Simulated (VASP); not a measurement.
## Au: single point with PBE

Crystal: Au.

```xyz
2
Lattice="2.0166 2.0166 0.0000 -2.0166 2.0166 0.0000 0.0000 0.0000 4.2327" Properties=species:S:1:pos:R:3 pbc="T T T"
Au    0.0000    0.0000    0.0000
Au    0.0000    2.0166    2.1164
```

This cell differs from its parent crystal: biaxial strain in the a-b plane: -3.0 %.

| Item | Value |
| --- | --- |
| Program | VASP 6.6.1 |
| Task | single point |
| Functional | PBE |
| Potentials or basis | VASP PAW PBE potentials, release 64 (Au) |
| Cutoff | 520 eV |
| k mesh | 18 × 18 × 12 |
| Occupations | gaussian, width 0.1 eV |
| Spin | no spin polarisation |
| Dipole correction | no |
| Further INCAR settings | ALGO = Fast; EDIFF = 1e-06; NBANDS = 18 |

```
Pressure               : 6.7 GPa
Band gap on the k mesh : zero (band 11 reaches 14.47 eV, above the bottom of band 12 at 6.83 eV)
```

Stress tensor (GPa, compression positive):
```
7.28 0.00 0.00
0.00 7.28 0.00
0.00 0.00 5.61
```

Levels at points of the mesh, in eV from the Fermi level:
| k point | band 9 | band 10 | band 11 | band 12 | band 13 | band 14 |
| --- | --- | --- | --- | --- | --- | --- |
| (0.00, 0.00, 0.00) | -2.01 | -1.70 | -1.70 | 0.51 | 4.94 | 10.54 |
| (0.50, 0.00, 0.00) | -3.08 | -3.08 | -0.06 | -0.06 | 7.85 | 7.85 |
| (0.50, 0.50, 0.00) | -1.49 | -1.49 | 1.31 | 1.31 | 6.06 | 6.06 |
| (0.00, 0.00, 0.50) | -3.34 | -3.34 | -2.50 | -2.50 | 14.93 | 14.93 |
| (0.50, 0.00, 0.50) | -1.90 | -1.90 | -0.92 | -0.92 | 3.01 | 3.01 |
| (0.50, 0.50, 0.50) | -1.49 | -1.49 | 5.10 | 5.10 | 6.18 | 6.18 |

Run time: 110 s on 1 thread of Intel(R) Xeon(R) Platinum 8488C (Sapphire Rapids), on a shared host, peak memory 0.3 GiB.

Caveat: the cell differs from its parent crystal (biaxial strain in the a-b plane: -3.0 %); spin-orbit coupling is left out, which moves the levels of the heavy elements.
